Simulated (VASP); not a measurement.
## GaN: single point with revPBE+D3(BJ)

GaN, a sheet with vacuum:

```
Ga N
1.0
     3.21692    0.00000    0.00000
    -1.60846    2.78594    0.00000
     0.00000    0.00000   23.80000
Ga N
1 1
Direct
  0.33333 0.66667 0.29412
  0.66667 0.33333 0.29412
```

```json
{"Program": "VASP 6.6.1", "Task": "single point", "Functional": "revPBE", "Dispersion": "D3(BJ)", "Potentials or basis": "VASP PAW PBE potentials, release 64 (Ga_d, N)", "Cutoff": "520 eV", "k mesh": "12 × 12 × 1", "Occupations": "gaussian, width 0.03 eV", "Spin": "no spin polarisation"}
```

```
Band gap on the k mesh     : 2.19 eV (least direct gap 2.49 eV)
Dispersion energy per atom : -0.179 eV
```

Levels at points of the mesh, in eV from the valence-band top:
| k point | band 5 | band 6 | band 7 | band 8 | band 9 | band 10 | band 11 | band 12 | band 13 | band 14 |
| --- | --- | --- | --- | --- | --- | --- | --- | --- | --- | --- |
| (0.00, 0.00, 0.00) | -13.14 | -12.47 | -2.53 | -0.31 | -0.31 | 2.19 | 4.66 | 4.96 | 5.38 | 5.69 |
| (0.50, 0.00, 0.00) | -13.06 | -11.31 | -6.04 | -2.07 | -0.33 | 4.82 | 5.26 | 8.29 | 9.16 | 9.36 |

Wall time 92 s on 1 thread of Intel(R) Xeon(R) Platinum 8375C CPU @ 2.90GHz (Ice Lake), on a shared host, peak memory 0.33 GiB.
